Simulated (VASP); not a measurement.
CoSi2:

```
Co Si
1.0
     0.00000    2.54551    2.54551
     2.54551    0.00000    2.54551
     2.54551    2.54551    0.00000
Co Si
1 2
Direct
  0.00000 0.00000 0.00000
  0.25000 0.25000 0.25000
  0.75000 0.75000 0.75000
```

Base run:

```yaml
Program: VASP 6.6.1
Functional: PBEsol
Potentials_or_basis: VASP PAW PBE potentials, release 64 (Co, Si)
Cutoff: 520 eV
k_mesh: 14 × 14 × 14
Occupations: gaussian, width 0.15 eV
Spin: collinear spin, ferromagnetic start
Starting_moments: "[1.375, 0.0, 0.0] μB"
Fixed_moment: 1.375 μB
```

Its results: pressure 42.1 GPa; site moments Co +0.84; Si +0.12 μB.

**Question.** The run is repeated on the same cell with these changes: fixed moment from 1.375 μB to 2.2 μB; moments at the start from [1.38, 0.0, 0.0] to [2.2, 0.0, 0.0]. What comes out?

**Answer.** Pressure 51.9 GPa; site moments Co +1.31; Si +0.19 μB.

Caveats: the cell stands under pressure; the PAW data sets were made with another functional, which shifts forces and pressure a little; the total moment is fixed, so each spin has its own Fermi level.
